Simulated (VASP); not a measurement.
Set up this calculation in VASP 6.6.1, as the native input.

```yaml
Task: relaxation of shape and atoms at fixed volume
Functional: PBE
Dispersion: D3(BJ)
Potentials_or_basis: VASP PAW PBE potentials, release 64 (C)
Cutoff: 600 eV
k_mesh: 14 × 14 × 8
Occupations: gaussian, width 0.02 eV
Spin: no spin polarisation
Dipole_correction: no
Further_INCAR_settings: ALGO = Normal; EDIFF = 1e-07; IBRION = 2; EDIFFG = -0.01; NSW = 50; ISIF = 4
```

The structure of C lies in POSCAR:

```
C
1.0
    2.1636861953     -1.2492222295     -0.0116047279
    2.1636861953      1.2492222295     -0.0116047279
   -1.4207244406      0.0000000000      3.6201174734
C
2
Direct
    0.8333524286      0.8333524286      0.0000568698
    0.1666475714      0.1666475714      0.9999431302
```

The input as run:

INCAR

```
SYSTEM = C
PREC = Accurate ; ENCUT = 600
EDIFF = 1E-7 ; ISMEAR = 0
SIGMA = 0.02 ; LREAL = .FALSE.
LASPH = .TRUE. ; NELM = 120
ALGO = Normal ; ISIF = 4
LWAVE = .FALSE. ; LCHARG = .FALSE.
GGA = PE ; IVDW = 12
IBRION = 2 ; NSW = 50
EDIFFG = -0.01 ; GGA_COMPAT = .FALSE.
NELMIN = 4
```

KPOINTS

```
regular mesh
0
G
  14 14 8
  0 0 0
```

Potentials or basis: VASP PAW PBE potentials, release 64 (C).

Command:

```sh
$ cat potpaw_PBE.64/C/POTCAR > POTCAR
$ mpirun -np 1 vasp_std > vasp.out
```

Results of the run:

```
Energy gained by relaxing  : 9.5 meV/atom
Ionic steps                : 3
Pressure after relaxing    : -2.0 GPa
Dispersion energy per atom : -0.139 eV
```

It took 4.2 min on 1 thread of Intel Xeon 8259CL (shared host), peak memory 0.19 GiB.
